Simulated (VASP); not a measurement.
Al2Pt:

```
Pt Al
1.0
     0.00000    2.89468    2.89468
     2.89468    0.00000    2.89468
     2.89468    2.89468    0.00000
Pt Al
1 2
Direct
  0.00000 0.00000 0.00000
  0.75000 0.75000 0.75000
  0.25000 0.25000 0.25000
```

Program: VASP 6.6.1. Alike in all runs: task single point; no spin polarisation; cell as given; k mesh 8 × 8 × 8; cutoff (eV) 520; smearing fermi-dirac 0.05 eV.

**Question.** Order these runs on this cell by their pressure, lowest first.
A. level LDA; potentials or basis VASP PAW LDA potentials, release 64 (Pt, Al)
B. level PBEsol; potentials or basis VASP PAW PBE potentials, release 64 (Pt, Al)
C. level PBE; potentials or basis VASP PAW PBE potentials, release 64 (Pt, Al)

**Answer.** A (5.7 GPa), B (8.6 GPa), C (12.2 GPa).

Caveats: the PAW data sets were made with another functional, which shifts forces and pressure a little (some runs).
